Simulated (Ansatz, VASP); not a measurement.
One calculation of Ru, two programs

INCAR

```
PREC = Accurate
ENCUT = 520
EDIFF = 1E-6
ISMEAR = 0
SIGMA = 0.15
LREAL = False
LASPH = True
NELM = 80
ALGO = Fast
ISIF = 2
LWAVE = False
LCHARG = True
GGA = PS
LELF = True
LVHAR = True
NBANDS = 21
```

KPOINTS

```
regular mesh
0
Gamma
  21 21 12
```

POSCAR

```
Ru
1.0
    2.5753640179      0.0000000000      0.0000000000
   -1.2876820089      2.2303306635      0.0000000000
    0.0000000000      0.0000000000      4.3412911250
Ru
2
Direct
    0.3333333333      0.6666666667      0.2500000000
    0.6666666667      0.3333333333      0.7500000000
```

Input for Ansatz:

```yaml
crystal:
  lattice:
    - [2.5753640179, 0.0, 0.0]
    - [-1.2876820089, 2.2303306635, 0.0]
    - [0.0, 0.0, 4.341291125]
  atoms:
    - { symbol: Ru, position: [0.3333333333, 0.6666666667, 0.25] }
    - { symbol: Ru, position: [0.6666666667, 0.3333333333, 0.75] }
basis:
  ecutwfc: 420
kpoints:
  mp_grid: { grid: [21, 21, 12] }
hamiltonian:
  xc: pbesol
  pseudopotentials: { kind: paw, azcp: { folder: soft_1 } }
scf:
  occupations: { method: gaussian, width: 0.15 }
output:
  forces: true
  stress: true
  eigenvalues: true
  write_density: true
  write_potential: true
  elf: true
  volumetric_format: npy
```

Alike in both runs: task single point; functional PBEsol; k mesh 21 × 21 × 12; occupations gaussian, width 0.15 eV; no spin polarisation.

|  | VASP | Ansatz |
| --- | --- | --- |
| version | VASP 6.6.1 | Ansatz 0.2.0 |
| potentials or method | VASP PAW PBE potentials, release 64 (Ru_pv), cutoff 520 eV | scalar-relativistic, plane waves, PAW |
| valence electrons in the cell | 28 | 32 |

|  | VASP | Ansatz | Ansatz less VASP |
| --- | --- | --- | --- |
| gap on the k mesh at the Fermi level (eV) | none | none | - |
| pressure (GPa) | 27.9 | 27.9 | +0.03 |
| traceless stress, the component that is largest in VASP (GPa) | -26.08 | -26.08 | +0.002 |

VASP's potentials were made for PBE, not for PBEsol, and Ansatz warns of the same on its side. A gap of «none» marks a metal or a gap that the smearing closes. VASP's potentials hold 28 valence electrons a cell and Ansatz's 32, so a difference there can come from the potentials and not from the codes.
